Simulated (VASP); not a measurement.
# AlRu (P4/mmm) in VASP: a series of runs

The runs below take AlRu through single point, with PBEsol.

Everything below comes from runs of VASP 6.6.1. Logs are shortened: lines on timing, memory, paths and dates and some standing lists are left out, and cuts for length are marked.

## Step 1: The cell of the first run

Symmetry: P4/mmm, No. 123, tetragonal system. The conventional cell has a = 2.992 Å, b = 2.992 Å, c = 3.036 Å, α = 90.00°, β = 90.00°, γ = 90.00°. Within 3.4 Å of Al (site symmetry 4/mmm) lie 8 Ru at 2.60 Å and 6 Al at 2.99 to 3.04 Å. Ru (site symmetry 4/mmm) has 8 Al at 2.60 Å and 6 Ru at 2.99 to 3.04 Å within 3.4 Å.

## Step 2: Single point, PBEsol

Contents of INCAR:

```
PREC     = Accurate       # precision mode
ENCUT    = 520            # plane-wave cutoff, eV
EDIFF    = 1E-7           # SCF threshold, eV
ISMEAR   = -1             # smearing method
SIGMA    = 0.1            # smearing width, eV
LREAL    = F              # projectors in reciprocal space
LASPH    = T              # aspherical terms in the spheres
NELM     = 100            # most SCF steps
ALGO     = Normal         # electronic algorithm
ISIF     = 2              # what is computed and relaxed
LWAVE    = F              # write WAVECAR
LCHARG   = F              # write CHGCAR
GGA      = PS             # functional
NBANDS   = 16             # bands
```

Contents of KPOINTS:

```
regular mesh
0
Gamma
  12 12 12
```

Contents of POSCAR:

```
AlRu
1.0
    2.9916000000      0.0000000000      0.0000000000
    0.0000000000      2.9916000000      0.0000000000
    0.0000000000      0.0000000000      3.0364740000
Al Ru
1 1
Direct
    0.0000000000      0.0000000000      0.0000000000
    0.5000000000      0.5000000000      0.5000000000
```

Potentials or basis: VASP PAW PBE potentials, release 64 (Al, Ru_pv).

Command:

```
cat potpaw_PBE.64/Al/POTCAR potpaw_PBE.64/Ru_pv/POTCAR > POTCAR
mpirun -np 1 vasp_std > vasp.out
```

OUTCAR:

```text
PREC = Accurate
   ENCUT = 520
   EDIFF = 1E-7
   ISMEAR = -1
   LREAL = F
   LASPH = T
   NELM = 100
   ISIF = 2
   GGA = PS

 ion  position               nearest neighbor table
   1  0.000  0.000  0.000-   2 2.60   2 2.60   2 2.60   2 2.60   2 2.60   2 2.60   2 2.60   2 2.60

   2  0.500  0.500  0.500-   1 2.60   1 2.60   1 2.60   1 2.60   1 2.60   1 2.60   1 2.60   1 2.60

  LATTYP: Found a simple tetragonal cell.
 ALAT       =     2.9916000000
 C/A-ratio  =     1.0150000000

  Lattice vectors:

 A1 = (   2.9916000000,   0.0000000000,   0.0000000000)
 A2 = (   0.0000000000,   2.9916000000,   0.0000000000)
 A3 = (   0.0000000000,   0.0000000000,   3.0364740000)

Analysis of symmetry for initial positions (statically):
=====================================================================
 Subroutine PRICEL returns:
 Original cell was already a primitive cell.

 Routine SETGRP: Setting up the symmetry group for a
 simple tetragonal supercell.

 Subroutine GETGRP returns: Found 16 space group operations
 (whereof 16 operations were pure point group operations)
 out of a pool of 16 trial point group operations.

The static configuration has the point symmetry D_4h.

Analysis of symmetry for dynamics (positions and initial velocities):
=====================================================================
 Subroutine PRICEL returns:
 Original cell was already a primitive cell.

 Routine SETGRP: Setting up the symmetry group for a
 simple tetragonal supercell.

 Subroutine GETGRP returns: Found 16 space group operations
 (whereof 16 operations were pure point group operations)
 out of a pool of 16 trial point group operations.

The dynamic configuration has the point symmetry D_4h.

 Subroutine INISYM returns: Found 16 space group operations
 (whereof 16 operations are pure point group operations),
 and found     1 'primitive' translations

----------------------------------------------------------------------------------------

                                     Primitive cell

  volume of cell :      27.1754

  direct lattice vectors                    reciprocal lattice vectors
     2.991600000  0.000000000  0.000000000     0.334269287  0.000000000  0.000000000
     0.000000000  2.991600000  0.000000000     0.000000000  0.334269287  0.000000000
     0.000000000  0.000000000  3.036474000     0.000000000  0.000000000  0.329329347
[... 76 lines left out ...]
   ISTART =      0    job   : 0-new  1-cont  2-samecut
   ICHARG =      2    charge: 1-file 2-atom 10-const
   ISPIN  =      1    spin polarized calculation?
   LNONCOLLINEAR =      F non collinear calculations
   LSORBIT =      F    spin-orbit coupling
   LASPH  =      T    aspherical Exc in radial PAW
   ENCUT  =  520.0 eV  38.22 Ry    6.18 a.u.   5.56  5.56  5.65*2*pi/ulx,y,z
   NELM   =    100;   NELMIN=  2; NELMDL= -5     # of ELM steps
   EDIFF  = 0.1E-06   stopping-criterion for ELM
   LREAL  =      F    real-space projection
   EDIFFG = 0.1E-05   stopping-criterion for IOM
   NSW    =      0    number of steps for IOM
   IBRION =     -1    ionic relax: 0-MD 1-quasi-New 2-CG
   NFREE  =      0    steps in history (QN), initial steepest desc. (CG)
   ISIF   =      2    stress and relaxation
   ISYM   =      2    0-nonsym 1-usesym 2-fastsym
   POTIM  = 0.5000    time-step for ionic-motion
   TEBEG  =    0.0;   TEEND  =   0.0 temperature during run
   PSTRESS=    0.0 pullay stress
   NELECT =      17.0000    total number of electrons
   NUPDOWN=      -1.0000    fix difference up-down
   EMIN   =  10.00;   EMAX   =-10.00  energy-range for DOS
   EFERMI =   0.00;   METHOD = LEGACY
   ISMEAR =    -1;   SIGMA  =   0.10  broadening in eV -4-tet -1-fermi 0-gaus
   EFERMI_NEDOS =   21; number of points for ismear=-14 and -15
   IALGO  =     38    algorithm
   IMIX   =      4    mixing-type and parameters
     AMIX     =   0.40;   BMIX     =  1.00
     AMIX_MAG =   1.60;   BMIX_MAG =  1.00
  volume/ion in A,a.u.               =      13.59        91.69
  Fermi-wavevector in a.u.,A,eV,Ry     =   1.400121  2.645845 26.672032  1.960339
  Thomas-Fermi vector in A             =   2.523113
   LORBIT       =      0    0 simple, 1 ext, 2 COOP (PROOUT), +10 PAW based schemes
   GGA     = PS    functional components
   LHFCALC =     F    Hartree Fock is set to
   AEXX    =    0.0000 exact exchange contribution
   IVDW    =     0    specifies the selected vdW correction
   LEPSILON=     F    determine dielectric tensor
   LRPA    =     F    only Hartree local field effects (RPA)
 non-spin polarized calculation
  energy-cutoff  :      520.00
  volume of cell :       27.18
 maximum number of plane-waves:       751
 NGX is ok and might be reduce to    24
   NGX = 11   NGY = 11   NGZ = 11

 number of electron      16.9999997 magnetization

 Free energy of the ion-electron system (eV)
  ---------------------------------------------------
  ext. energy  EPLUGINS =         0.00000000
  ---------------------------------------------------
  free energy    TOTEN  =       -15.53285247 eV

  energy without entropy =      -15.48337588  energy(sigma->0) =      -15.50811417

 E-fermi :  10.3922     XC(G=0): -12.6109

 val. band max:       10.3905280366   @ k =   0.1667   0.0000   0.5000
 cond. band min:      10.4066814176   @ k =   0.5000   0.2500   0.1667
 fundamental gap:      0.0161533810
 Fermi energy:        10.3922479708

 k-point     1 :       0.0000    0.0000    0.0000
  band No.  band energies     occupation
      1     -31.3354      2.00000
      2     -31.3156      2.00000
      3     -31.3156      2.00000
      4       0.7919      2.00000
      5       6.8724      2.00000
      6       6.8822      2.00000
[... 433 lines left out ...]
      3     -31.3047      2.00000
      4       4.4845      2.00000
      5       6.5333      2.00000
      6       8.5522      2.00000
[... 8 lines left out ...]
     15      22.5685      0.00000
     16      25.2289      0.00000

 [... further k-points ...]
[... 5 lines left out ...]
  --------------------------------------------------------------------------------------
  -------------------------------------------------------------------------------------
  Total       -0.8891849     -0.8891849     -1.3148461      0.0000000     -0.0000000     -0.0000000
  in kB      -52.4235044    -52.4235044    -77.5191296      0.0000000     -0.0000000     -0.0000000
  external PRESSURE =     -60.7887128 kB  Pullay stress =       0.0000000 kB

 VOLUME and BASIS-vectors are now :
 -----------------------------------------------------------------------------
  energy-cutoff  :      520.00
  volume of cell :       27.18
      direct lattice vectors                 reciprocal lattice vectors
     2.991600000  0.000000000  0.000000000     0.334269287  0.000000000  0.000000000
     0.000000000  2.991600000  0.000000000     0.000000000  0.334269287  0.000000000
     0.000000000  0.000000000  3.036474000     0.000000000  0.000000000  0.329329347

 POSITION                                       TOTAL-FORCE (eV/Angst)
 -----------------------------------------------------------------------------------
      0.00000      0.00000      0.00000         0.000000      0.000000      0.000000
      1.49580      1.49580      1.51824         0.000000      0.000000      0.000000
 -----------------------------------------------------------------------------------
    total drift:                                0.000000     -0.000000     -0.000000

  FREE ENERGIE OF THE ION-ELECTRON SYSTEM (eV)
  ---------------------------------------------------
  free  energy   TOTEN  =       -15.5328524658 eV

  energy  without entropy=      -15.4833758816  energy(sigma->0) =      -15.50811417
```

Wall time 38 s (1 thread of Intel Xeon Platinum 8175M at 2.50GHz (Skylake/Cascade Lake), shared host); peak memory 0.2 GiB.

Results:

```yaml
Free_energy: -15.5329 eV
Pressure: -6.1 GPa
```

Caveat: the PAW data sets were made with another functional, which shifts forces and pressure a little.

## Step 3: Single point, PBEsol

This run uses another cell than the first one, of 13.79 Å³/atom, 1.015 times its volume.

Contents of INCAR:

```
SYSTEM = AlRu
ALGO = Normal
EDIFF = 1E-6
ENCUT = 520
GGA = PS
ISIF = 2
ISMEAR = -1
LASPH = .True.
LCHARG = .False.
LREAL = .False.
LWAVE = .False.
NBANDS = 16
NELM = 60
PREC = Accurate
SIGMA = 0.1
```

Contents of KPOINTS:

```
k-points
0
Gamma
  12 12 12
  0 0 0
```

POSCAR: that of step 2 with these lines changed.

```diff
@@ -4,3 +4,3 @@
     0.0000000000      2.9916000000      0.0000000000
-    0.0000000000      0.0000000000      3.0364740000
+    0.0000000000      0.0000000000      3.0813480000
 Al Ru
```

Potentials or basis: VASP PAW PBE potentials, release 64 (Al, Ru_pv).

Command:

```
cat potpaw_PBE.64/Al/POTCAR potpaw_PBE.64/Ru_pv/POTCAR > POTCAR
mpirun -np 1 vasp_std > vasp.out
```

It took 37 s on 1 thread of Intel Xeon Platinum 8175M at 2.50GHz (Skylake/Cascade Lake), shared host; peak memory 0.2 GiB.

The run converged. Its results:

```
Free energy : -15.5084 eV
Pressure    : -8.7 GPa
```

Stress tensor (GPa, compression positive):
```
 -7.16   0.00   0.00
  0.00  -7.16   0.00
  0.00   0.00 -11.90
```

Levels at points of the mesh, in eV from the Fermi level:
| k point | band 7 | band 8 | band 9 | band 10 | band 11 | band 12 |
| --- | --- | --- | --- | --- | --- | --- |
| (0.00, 0.00, 0.00) | 0.11 | 0.11 | 0.29 | 5.34 | 6.22 | 6.22 |
| (0.50, 0.00, 0.00) | -1.77 | -1.44 | 0.38 | 2.33 | 7.43 | 10.34 |
| (0.50, 0.50, 0.00) | -1.29 | -1.25 | -1.25 | 1.58 | 5.33 | 6.08 |
| (0.00, 0.00, 0.50) | -1.43 | -1.43 | 0.50 | 1.84 | 7.48 | 11.09 |
| (0.50, 0.00, 0.50) | -1.30 | -1.07 | -0.99 | 1.37 | 4.96 | 5.90 |
| (0.50, 0.50, 0.50) | 1.43 | 1.65 | 2.42 | 3.91 | 4.09 | 4.09 |

Caveat: the PAW data sets were made with another functional, which shifts forces and pressure a little.
